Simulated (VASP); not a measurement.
# Al2Cu (P4) in VASP: further runs

The runs below take Al2Cu through single point, relaxation of cell and atoms, with PBE.

All numbers are computed with VASP 6.6.1; they aren't measurements. Logs are shortened: lines on timing, memory, paths and dates and some standing lists are left out, and cuts for length are marked.

**1. The cell of the first run**

It takes space group P4 (No. 75, tetragonal). Conventional cell: a = 3.956 Å, b = 3.956 Å, c = 6.066 Å, α = 90.00°, β = 90.00°, γ = 90.00°. Within 2.2 Å of Al (site symmetry 1) lie 3 Al at 1.64 to 1.84 Å and 1 Cu at 1.96 Å. Cu (site symmetry 4) has 8 Al at 1.96 to 2.61 Å within 2.7 Å. Within 3.5 Å of Cu (site symmetry 4) lie 8 Al at 2.66 to 3.17 Å and 2 Cu at 2.85 to 3.21 Å.

The cell was generated, and may not be a known phase.

**2. Single point, PBE**

INCAR reads:

```
PREC = Accurate
ENCUT = 520
EDIFF = 1E-7
ISMEAR = 0
SIGMA = 0.1
LREAL = False
LASPH = True
NELM = 60
ALGO = Normal
ISIF = 2
LWAVE = False
LCHARG = True
GGA = PE
LELF = True
LVHAR = True
NBANDS = 26
```

KPOINTS reads:

```
Automatic mesh
0
Gamma
  4 4 4
```

POSCAR reads:

```
Al2Cu
1.0
    3.9563400800      0.0000000000      0.0000000000
    0.0000000000      3.9563400800      0.0000000000
    0.0000000000      0.0000000000      6.0663546000
Al Cu
4 2
Direct
    0.0940100800      0.6844063000      0.8382950500
    0.9059899200      0.3155937000      0.8382950500
    0.3155937000      0.0940100800      0.8382950500
    0.6844063000      0.9059899200      0.8382950500
    0.5000000000      0.5000000000      0.9801757400
    0.5000000000      0.5000000000      0.5099798500
```

Potentials or basis: VASP PAW PBE potentials, release 64 (Al, Cu).

Command:

```console
$ cat potpaw_PBE.64/Al/POTCAR potpaw_PBE.64/Cu/POTCAR > POTCAR
$ mpirun -np 1 vasp_std > vasp.out
```

OUTCAR:

```text
PREC = Accurate
   ENCUT = 520
   EDIFF = 1E-7
   ISMEAR = 0
   LREAL = False
   LASPH = True
   NELM = 60
   ISIF = 2
   GGA = PE

 ion  position               nearest neighbor table
   1  0.094  0.684  0.838-   2 1.64   3 1.84   4 1.84   5 1.96   4 2.49   3 2.49   2 2.61   5 2.61
                             6 2.66
   2  0.906  0.316  0.838-   1 1.64   3 1.84   4 1.84   5 1.96   4 2.49   3 2.49   1 2.61   5 2.61
                             6 2.66
   3  0.316  0.094  0.838-   4 1.64   2 1.84   1 1.84   5 1.96   2 2.49   1 2.49   4 2.61   5 2.61
                             6 2.66
   4  0.684  0.906  0.838-   3 1.64   2 1.84   1 1.84   5 1.96   2 2.49   1 2.49   3 2.61   5 2.61
                             6 2.66
   5  0.500  0.500  0.980-   1 1.96   2 1.96   3 1.96   4 1.96   1 2.61   3 2.61   4 2.61   2 2.61

   6  0.500  0.500  0.510-   1 2.66   2 2.66   3 2.66   4 2.66

 -----------------------------------------------------------------------------
|                                                                             |
|           W    W    AA    RRRRR   N    N  II  N    N   GGGG   !!!           |
|           W    W   A  A   R    R  NN   N  II  NN   N  G    G  !!!           |
|           W    W  A    A  R    R  N N  N  II  N N  N  G       !!!           |
|           W WW W  AAAAAA  RRRRR   N  N N  II  N  N N  G  GGG   !            |
|           WW  WW  A    A  R   R   N   NN  II  N   NN  G    G                |
|           W    W  A    A  R    R  N    N  II  N    N   GGGG   !!!           |
|                                                                             |
|     The distance between some ions is very small. Please check the          |
|     nearest-neighbor list in the OUTCAR file.                               |
|     I HOPE YOU KNOW WHAT YOU ARE DOING!                                     |
|                                                                             |
 -----------------------------------------------------------------------------

  LATTYP: Found a simple tetragonal cell.
 ALAT       =     3.9563400800
 C/A-ratio  =     1.5333248602

  Lattice vectors:

 A1 = (   3.9563400800,   0.0000000000,   0.0000000000)
 A2 = (   0.0000000000,   3.9563400800,   0.0000000000)
 A3 = (   0.0000000000,   0.0000000000,   6.0663546000)

Analysis of symmetry for initial positions (statically):
=====================================================================
 Subroutine PRICEL returns:
 Original cell was already a primitive cell.

 Routine SETGRP: Setting up the symmetry group for a
 simple tetragonal supercell.

 Subroutine GETGRP returns: Found  4 space group operations
 (whereof  4 operations were pure point group operations)
 out of a pool of 16 trial point group operations.

The static configuration has the point symmetry     .

Analysis of symmetry for dynamics (positions and initial velocities):
=====================================================================
 Subroutine PRICEL returns:
 Original cell was already a primitive cell.

 Routine SETGRP: Setting up the symmetry group for a
 simple tetragonal supercell.

 Subroutine GETGRP returns: Found  4 space group operations
 (whereof  4 operations were pure point group operations)
 out of a pool of 16 trial point group operations.

The dynamic configuration has the point symmetry     .

 Subroutine INISYM returns: Found  4 space group operations
 (whereof  4 operations are pure point group operations),
 and found     1 'primitive' translations

----------------------------------------------------------------------------------------

                                     Primitive cell

  volume of cell :      94.9544

  direct lattice vectors                    reciprocal lattice vectors
     3.956340080  0.000000000  0.000000000     0.252758858  0.000000000  0.000000000
     0.000000000  3.956340080  0.000000000     0.000000000  0.252758858  0.000000000
     0.000000000  0.000000000  6.066354600     0.000000000  0.000000000  0.164843644

  length of vectors
     3.956340080  3.956340080  6.066354600     0.252758858  0.252758858  0.164843644

  position of ions in fractional coordinates (direct lattice)
     0.094010080  0.684406300  0.838295050
     0.905989920  0.315593700  0.838295050
     0.315593700  0.094010080  0.838295050
     0.684406300  0.905989920  0.838295050
     0.500000000  0.500000000  0.980175740
     0.500000000  0.500000000  0.509979850

  ion indices of the primitive-cell ions
   primitive index   ion index
                 1           1
                 2           2
                 3           3
                 4           4
                 5           5
                 6           6

----------------------------------------------------------------------------------------

 KPOINTS: Automatic mesh

Automatic generation of k-mesh.
 Grid dimensions read from file:
 generate k-points for:    4    4    4

 Generating k-lattice:

  Cartesian coordinates                     Fractional coordinates (reciprocal lattice)
     0.063189714  0.000000000  0.000000000     0.250000000  0.000000000  0.000000000
     0.000000000  0.063189714  0.000000000     0.000000000  0.250000000  0.000000000
     0.000000000  0.000000000  0.041210911     0.000000000  0.000000000  0.250000000

  Length of vectors
     0.063189714  0.063189714  0.041210911

  Shift w.r.t. Gamma in fractional coordinates (k-lattice)
     0.000000000  0.000000000  0.000000000

 Subroutine IBZKPT returns following result:
 ===========================================

 Found     18 irreducible k-points:

 Following reciprocal coordinates:
            Coordinates               Weight
  0.000000  0.000000  0.000000      1.000000
  0.250000  0.000000  0.000000      4.000000
  0.500000  0.000000  0.000000      2.000000
  0.250000  0.250000  0.000000      4.000000
  0.500000  0.250000  0.000000      4.000000
  0.500000  0.500000  0.000000      1.000000
[... 10 lines left out ...]
  0.500000  0.250000  0.500000      4.000000
  0.500000  0.500000  0.500000      1.000000
   k-points           NKPTS =     18   k-points in BZ     NKDIM =     18   number of bands    NBANDS=     26
   number of dos      NEDOS =    301   number of ions     NIONS =      6
   total plane-waves  NPLWV =  43200
   dimension x,y,z NGX =    30 NGY =   30 NGZ =   48
   dimension x,y,z NGXF=    60 NGYF=   60 NGZF=   96
   ions per type =               4   2
   NGX,Y,Z   is equivalent  to a cutoff of  12.61, 12.61, 13.15 a.u.
   NGXF,Y,Z  is equivalent  to a cutoff of  25.21, 25.21, 26.31 a.u.
 SYSTEM =  unknown system
   PREC   = accura    normal or accurate (medium, high low for compatibility)
   ISTART =      0    job   : 0-new  1-cont  2-samecut
   ICHARG =      2    charge: 1-file 2-atom 10-const
   ISPIN  =      1    spin polarized calculation?
   LNONCOLLINEAR =      F non collinear calculations
   LSORBIT =      F    spin-orbit coupling
   LASPH  =      T    aspherical Exc in radial PAW
   ENCUT  =  520.0 eV  38.22 Ry    6.18 a.u.   7.36  7.36 11.28*2*pi/ulx,y,z
   NELM   =     60;   NELMIN=  2; NELMDL= -5     # of ELM steps
   EDIFF  = 0.1E-06   stopping-criterion for ELM
   LREAL  =      F    real-space projection
   EDIFFG = 0.1E-05   stopping-criterion for IOM
   NSW    =      0    number of steps for IOM
   IBRION =     -1    ionic relax: 0-MD 1-quasi-New 2-CG
   NFREE  =      0    steps in history (QN), initial steepest desc. (CG)
   ISIF   =      2    stress and relaxation
   ISYM   =      2    0-nonsym 1-usesym 2-fastsym
   POTIM  = 0.5000    time-step for ionic-motion
   TEBEG  =    0.0;   TEEND  =   0.0 temperature during run
   PSTRESS=    0.0 pullay stress
   NELECT =      34.0000    total number of electrons
   NUPDOWN=      -1.0000    fix difference up-down
   EMIN   =  10.00;   EMAX   =-10.00  energy-range for DOS
   EFERMI =   0.00;   METHOD = LEGACY
   ISMEAR =     0;   SIGMA  =   0.10  broadening in eV -4-tet -1-fermi 0-gaus
   EFERMI_NEDOS =   21; number of points for ismear=-14 and -15
   IALGO  =     38    algorithm
   IMIX   =      4    mixing-type and parameters
     AMIX     =   0.40;   BMIX     =  1.00
     AMIX_MAG =   1.60;   BMIX_MAG =  1.00
  volume/ion in A,a.u.               =      15.83       106.80
  Fermi-wavevector in a.u.,A,eV,Ry     =   1.162508  2.196822 18.387266  1.351426
  Thomas-Fermi vector in A             =   2.299069
   LORBIT       =      0    0 simple, 1 ext, 2 COOP (PROOUT), +10 PAW based schemes
   GGA     = PE    functional components
   LHFCALC =     F    Hartree Fock is set to
   AEXX    =    0.0000 exact exchange contribution
   IVDW    =     0    specifies the selected vdW correction
   LEPSILON=     F    determine dielectric tensor
   LRPA    =     F    only Hartree local field effects (RPA)
 non-spin polarized calculation
 Gauss-broadening in eV      SIGMA  =   0.10
  energy-cutoff  :      520.00
  volume of cell :       94.95
 maximum number of plane-waves:      2591
 NGX is ok and might be reduce to    30
   NGX = 15   NGY = 15   NGZ = 23

 number of electron      34.0000032 magnetization

 Free energy of the ion-electron system (eV)
  ---------------------------------------------------
  ext. energy  EPLUGINS =         0.00000000
  ---------------------------------------------------
  free energy    TOTEN  =        12.44717136 eV

  energy without entropy =       12.45342261  energy(sigma->0) =       12.45029699

 E-fermi :   6.5029     XC(G=0):  -9.5881

 val. band max:        6.4375957319   @ k =   0.2500   0.0000   0.2500
 cond. band min:       6.5916163619   @ k =   0.2500   0.2500   0.0000
 fundamental gap:      0.1540206301
 Fermi energy:         6.5028538525

 k-point     1 :       0.0000    0.0000    0.0000
  band No.  band energies     occupation
      1      -6.9076      2.00000
      2      -1.0010      2.00000
      3      -0.6200      2.00000
      4      -0.3517      2.00000
      5      -0.3517      2.00000
      6       0.1677      2.00000
[... 18 lines left out ...]
     25      12.1598      0.00000
     26      13.0219      0.00000

 k-point     2 :       0.2500    0.0000    0.0000
  band No.  band energies     occupation
      1      -6.3337      2.00000
      2      -2.3086      2.00000
      3      -0.4826      2.00000
      4      -0.2854      2.00000
      5      -0.2095      2.00000
      6       0.1065      2.00000
[... 18 lines left out ...]
     25      13.5558      0.00000
     26      14.1280      0.00000

 k-point     3 :       0.5000    0.0000    0.0000
  band No.  band energies     occupation
      1      -4.8142      2.00000
      2      -4.5484      2.00000
      3      -0.3891      2.00000
      4      -0.1095      2.00000
      5      -0.0465      2.00000
      6       0.3674      2.00000
[... 18 lines left out ...]
     25      13.0308      0.00000
     26      13.1328      0.00000

 k-point     4 :       0.2500    0.2500    0.0000
  band No.  band energies     occupation
      1      -5.7715      2.00000
      2      -2.0167      2.00000
      3      -1.7492      2.00000
      4      -0.2733      2.00000
      5      -0.0098      2.00000
      6       0.0783      2.00000
[... 18 lines left out ...]
     25      13.0822      0.00000
     26      14.2140      0.00000
[... 322 lines left out ...]
      1      -5.7534      2.00000
      2      -2.0121      2.00000
      3      -1.7260      2.00000
      4      -0.2702      2.00000
      5      -0.0505      2.00000
      6       0.0791      2.00000
[... 18 lines left out ...]
     25      13.0636      0.00000
     26      13.8987      0.00000

 k-point    17 :       0.5000    0.2500    0.5000
  band No.  band energies     occupation
      1      -4.2976      2.00000
      2      -3.9858      2.00000
      3      -1.0716      2.00000
      4      -0.7924      2.00000
      5       0.0876      2.00000
      6       0.4402      2.00000
[... 18 lines left out ...]
     25      12.9895      0.00000
     26      13.4321      0.00000

 k-point    18 :       0.5000    0.5000    0.5000
  band No.  band energies     occupation
      1      -3.0195      2.00000
      2      -2.7084      2.00000
      3      -2.7084      2.00000
      4      -2.2850      2.00000
      5       0.2478      2.00000
      6       0.6073      2.00000
[... 18 lines left out ...]
     25      13.0355      0.00000
     26      13.0355      0.00000

------------------------ aborting loop because EDIFF is reached ----------------------------------------

  FORCE on cell =-STRESS in cart. coord.  units (eV):
  Direction    XX          YY          ZZ          XY          YZ          ZX
  --------------------------------------------------------------------------------------
  -------------------------------------------------------------------------------------
  Total      103.0975768    103.0975768      5.6293701     -0.0000001      0.0000000      0.0000000
  in kB     1739.5784376   1739.5784376     94.9850733     -0.0000011      0.0000000      0.0000000
  external PRESSURE =    1191.3806495 kB  Pullay stress =       0.0000000 kB

 VOLUME and BASIS-vectors are now :
 -----------------------------------------------------------------------------
  energy-cutoff  :      520.00
  volume of cell :       94.95
      direct lattice vectors                 reciprocal lattice vectors
     3.956340080  0.000000000  0.000000000     0.252758858  0.000000000  0.000000000
     0.000000000  3.956340080  0.000000000     0.000000000  0.252758858  0.000000000
     0.000000000  0.000000000  6.066354600     0.000000000  0.000000000  0.164843644

 POSITION                                       TOTAL-FORCE (eV/Angst)
 -----------------------------------------------------------------------------------
      0.37194      2.70774      5.08540        10.554605      5.887220     -2.612158
      3.58440      1.24860      5.08540       -10.554605     -5.887220     -2.612158
      1.24860      0.37194      5.08540        -5.887220     10.554605     -2.612158
      2.70774      3.58440      5.08540         5.887220    -10.554605     -2.612158
      1.97817      1.97817      5.94609        -0.000000     -0.000000     10.504103
      1.97817      1.97817      3.09372        -0.000000     -0.000000     -0.055472
 -----------------------------------------------------------------------------------
    total drift:                                0.000000     -0.000000      0.000616

  FREE ENERGIE OF THE ION-ELECTRON SYSTEM (eV)
  ---------------------------------------------------
  free  energy   TOTEN  =        12.4471713563 eV

  energy  without entropy=       12.4534226147  energy(sigma->0) =       12.45029699
```

Run time: 59 s. Hardware: 1 thread of Intel Xeon Platinum 8488C (Sapphire Rapids), shared host; peak memory 0.2 GiB.

What came out:

```
Free energy            : 12.4472 eV
Pressure               : 119.1 GPa
Largest force          : 12.365 eV/Å
Band gap on the k mesh : zero (bands 17 and 18 overlap by 1.62 eV)
```

Forces on the atoms (eV/Å):
```
Al   10.555   5.887  -2.612
Al  -10.555  -5.887  -2.612
Al   -5.887  10.555  -2.612
Al    5.887 -10.555  -2.612
Cu    0.000   0.000  10.504
Cu    0.000   0.000  -0.055
```

Stress tensor (GPa, compression positive):
```
173.96   0.00   0.00
  0.00 173.96   0.00
  0.00   0.00   9.50
```

Caveat: the k points lie up to 0.40 Å⁻¹ apart, too coarse for converged energies and pressures of a metal; atoms lie so close that the PAW spheres overlap strongly, which falsifies energies and pressures; forces of over 1 eV/Å act on the atoms, so gaps and moduli don't describe the material at rest.

(Continued in part 2 of 2.)

The gap in the log of VASP goes by the Fermi energy; the results here count the filled bands.